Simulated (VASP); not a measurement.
## Pt: single point with PBEsol

Crystal: Pt.

```xyz
2
Lattice="2.7252 -0.1090 0.0000 -1.4570 2.4146 0.0000 0.0000 0.0000 5.2247" Properties=species:S:1:pos:R:3 pbc="T T T"
Pt    1.3311    0.7322    3.9185
Pt   -0.0629    1.5734    1.3062
```

This cell differs from its parent crystal: engineering shear strain xy -0.0800, normal strain along z +0.1100.

* Program: VASP 6.6.1
* Task: single point
* Functional: PBEsol
* Potentials or basis: VASP PAW PBE potentials, release 64 (Pt)
* Cutoff: 520 eV
* k mesh: 18 × 18 × 10
* Occupations: gaussian, width 0.15 eV
* Spin: no spin polarisation
* Dipole correction: no
* Further INCAR settings: ALGO = Fast; EDIFF = 1e-07; NBANDS = 17

```json
{"Pressure": "-15.9 GPa", "Largest force": "0.063 eV/Å", "Band gap on the k mesh": "zero (bands 10 and 11 overlap by 1.69 eV)"}
```

Forces on the atoms (eV/Å):
```
Pt   0.062 -0.011  0.000
Pt  -0.062  0.011  0.000
```

Stress tensor (GPa, compression positive):
```
-12.00  10.45   0.00
 10.45  -9.69   0.00
  0.00   0.00 -26.11
```

Levels at points of the mesh, in eV from the Fermi level:
| k point | band 6 | band 7 | band 8 | band 9 | band 10 | band 11 | band 12 | band 13 | band 14 | band 15 |
| --- | --- | --- | --- | --- | --- | --- | --- | --- | --- | --- |
| (0.00, 0.00, 0.00) | -2.44 | -2.25 | -1.16 | -1.02 | -0.84 | -0.20 | 0.07 | 3.14 | 13.81 | 15.67 |
| (0.50, 0.00, 0.00) | -2.36 | -1.75 | -0.40 | 0.87 | 0.95 | 2.62 | 4.27 | 7.67 | 8.47 | 9.62 |
| (0.00, 0.50, 0.00) | -2.10 | -1.89 | -0.19 | 0.54 | 0.62 | 2.41 | 3.90 | 7.06 | 8.03 | 9.02 |
| (0.50, 0.50, 0.00) | -2.08 | -1.77 | 0.03 | 0.56 | 0.65 | 2.08 | 3.42 | 6.32 | 7.58 | 8.28 |
| (0.00, 0.00, 0.50) | -3.73 | -2.41 | -2.41 | -0.61 | -0.61 | -0.32 | -0.32 | 9.40 | 9.40 | 16.02 |
| (0.50, 0.00, 0.50) | -1.62 | -0.65 | -0.65 | 0.93 | 0.93 | 2.18 | 2.18 | 7.29 | 7.29 | 13.10 |
| (0.00, 0.50, 0.50) | -1.28 | -0.75 | -0.75 | 0.63 | 0.63 | 1.81 | 1.81 | 6.69 | 6.69 | 12.65 |
| (0.50, 0.50, 0.50) | -0.97 | -0.85 | -0.85 | 0.61 | 0.61 | 1.44 | 1.44 | 5.90 | 5.90 | 12.20 |

Wall time 7.8 min on 1 thread of AMD EPYC 7R13 Processor (Zen 3) (shared host), peak memory 0.5 GiB.

Caveat: the cell differs from its parent crystal (engineering shear strain xy -0.0800, normal strain along z +0.1100); the stress differs along the axes, from -26 to -10 GPa; the PAW data sets were made with another functional, which shifts forces and pressure a little; spin-orbit coupling is left out, which moves the levels of the heavy elements.
